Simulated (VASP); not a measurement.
NaF, 2 atoms in the cell. Symmetry: Fm-3m, No. 225, cubic system. Conventional cell: a = 4.577 Å, b = 4.577 Å, c = 4.577 Å, α = 90.00°, β = 90.00°, γ = 90.00°. Na (site symmetry m-3m) has 6 F at 2.29 Å within 3.0 Å. F (site symmetry m-3m) has 6 Na at 2.29 Å within 3.0 Å. 

* Program: VASP 6.6.1
* Task: single point
* Functional: PBE
* Potentials or basis: VASP PAW PBE potentials, release 64 (Na_pv, F)
* Cutoff: 520 eV
* k mesh: 10 × 10 × 10
* Occupations: fermi-dirac, width 0.05 eV
* Spin: no spin polarisation
* Dipole correction: no
* Further INCAR settings: ALGO = Normal; EDIFF = 1e-06; NBANDS = 14

Potentials or basis: VASP PAW PBE potentials, release 64 (Na_pv, F).

Run with:

```bash
$ cat potpaw_PBE.64/Na_pv/POTCAR potpaw_PBE.64/F/POTCAR > POTCAR
$ mpirun -np 1 vasp_std > vasp.out
```

Hardware: 1 thread of Intel(R) Xeon(R) Platinum 8259CL CPU @ 2.50GHz (Skylake/Cascade Lake), with other jobs on the host.

Problem. How long does it take, and how much memory?

Solution. It took 8.1 s on 1 thread of Intel(R) Xeon(R) Platinum 8259CL CPU @ 2.50GHz (Skylake/Cascade Lake), with other jobs on the host, peak memory 0.13 GiB. Counts: scf iterations 12, k points 47.
